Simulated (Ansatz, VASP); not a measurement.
**VMoS4: VASP beside Ansatz**

```
CELL_PARAMETERS angstrom
0.00000 3.58817 3.58817
3.58817 0.00000 3.58817
3.58817 3.58817 0.00000
ATOMIC_POSITIONS crystal
V 0.25000 0.25000 0.25000
Mo 0.00000 0.00000 0.00000
S 0.12555 0.62482 0.62482
S 0.62482 0.12555 0.62482
S 0.62482 0.62482 0.12555
S 0.62482 0.62482 0.62482
```

Change from the starting cell: species swapped into the TmInCo4 type (F-43m, No. 216).

Alike in both runs: functional PBE; k mesh 4 × 4 × 4; occupations gaussian, width 0.1 eV; collinear spin.

Ansatz relaxed the structure, and its values are those at the end. VASP's run is a single point on that final structure, the one shown.

|  | VASP | Ansatz |
| --- | --- | --- |
| version | VASP 6.6.1 | Ansatz 0.2.0 |
| potentials or method | VASP PAW PBE potentials, release 64 (V_sv, Mo_sv, S), cutoff 520 eV | scalar-relativistic, plane waves, PAW |
| valence electrons in the cell | 51 | 51 |

VASP gave:

| Quantity | Value |
| --- | --- |
| gap on the k mesh at the Fermi level (eV) | none |
| pressure (GPa) | -4.5 |
| rms of the force components (eV/Å) | 0.002 |
| net moment per atom (μB) | 0.00 |
| size of the moment on the site where the two differ most (μB) | 0.00 |

Task: What did Ansatz give for the same quantities?

Result: gap on the k mesh at the Fermi level (eV): none; pressure (GPa): 0.0; rms of the force components (eV/Å): 0.008; net moment per atom (μB): 0.18; size of the moment on the site where the two differ most (μB): 2.19.

The net moments are unlike, so the other rows may belong to different states. Site moments also hang on the region over which each program counts them. A gap of «none» marks a metal or a gap that the smearing closes. Ansatz's warnings: seeded moment not kept.

The k mesh is coarse, so the values compare programs but aren't converged.
